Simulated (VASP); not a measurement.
**SrO: relaxation of cell and atoms with r2SCAN**

SrO:

```
CELL_PARAMETERS angstrom
0.00000 2.56630 2.56630
2.56630 0.00000 2.56630
2.56630 2.56630 0.00000
ATOMIC_POSITIONS crystal
Sr 0.50000 0.50000 0.50000
O 0.00000 0.00000 0.00000
```

* Program: VASP 6.6.1
* Task: relaxation of cell and atoms
* Functional: r2SCAN
* Potentials or basis: VASP PAW PBE potentials, release 64 (Sr_sv, O)
* Cutoff: 600 eV
* k mesh: 8 × 8 × 8
* Occupations: gaussian, width 0.02 eV
* Spin: no spin polarisation
* Dipole correction: no
* Further INCAR settings: ALGO = Normal; EDIFF = 1e-06; IBRION = 2; EDIFFG = -0.005; NSW = 100; ISIF = 3

```json
{"Relaxed volume": "17.25 Å³/atom", "Relaxed cell": "a = 3.654 Å, b = 3.654 Å, c = 3.654 Å, α = 60.00°, β = 60.00°, γ = 60.00°", "Space group after relaxing (to 0.05 Å)": "Fm-3m (No. 225)", "Energy gained by relaxing": "2.2 meV/atom", "Ionic steps": "3", "Pressure after relaxing": "0.0 GPa", "Band gap on the k mesh": "3.75 eV, indirect (least direct gap 3.85 eV)"}
```

The path:
```csv
step,energy change (eV),largest force (eV/Å),pressure (GPa),volume (Å³)
1,0.0000,0.0000,2.04,33.80
2,-0.0033,0.0000,-0.93,34.87
3,-0.0044,0.0000,0.01,34.51
```

Final structure:
```
Sr O
1.0
     0.00000    2.58396    2.58396
     2.58396    0.00000    2.58396
     2.58396    2.58396    0.00000
Sr O
1 1
Cartesian
  2.5840 2.5840 2.5840
  0.0000 0.0000 0.0000
```

Levels at points of the mesh, in eV from the valence-band top:
| k point | band 5 | band 6 | band 7 | band 8 | band 9 | band 10 | band 11 | band 12 |
| --- | --- | --- | --- | --- | --- | --- | --- | --- |
| (0.00, 0.00, 0.00) | -14.56 | 0.00 | 0.00 | 0.00 | 4.55 | 6.74 | 6.74 | 6.74 |
| (0.50, 0.00, 0.00) | -13.55 | -2.09 | -1.10 | -1.10 | 7.05 | 8.96 | 9.40 | 9.40 |
| (0.50, 0.50, 0.00) | -14.91 | -0.45 | -0.10 | -0.10 | 3.75 | 8.40 | 10.82 | 10.98 |

It took 4.6 min on 1 thread of Intel(R) Xeon(R) Platinum 8259CL CPU @ 2.50GHz (Skylake/Cascade Lake), on a shared host, peak memory 0.19 GiB.

Caveat: the PAW data sets were made with another functional, which shifts forces and pressure a little. Zero-point motion and thermal expansion aren't in these numbers.
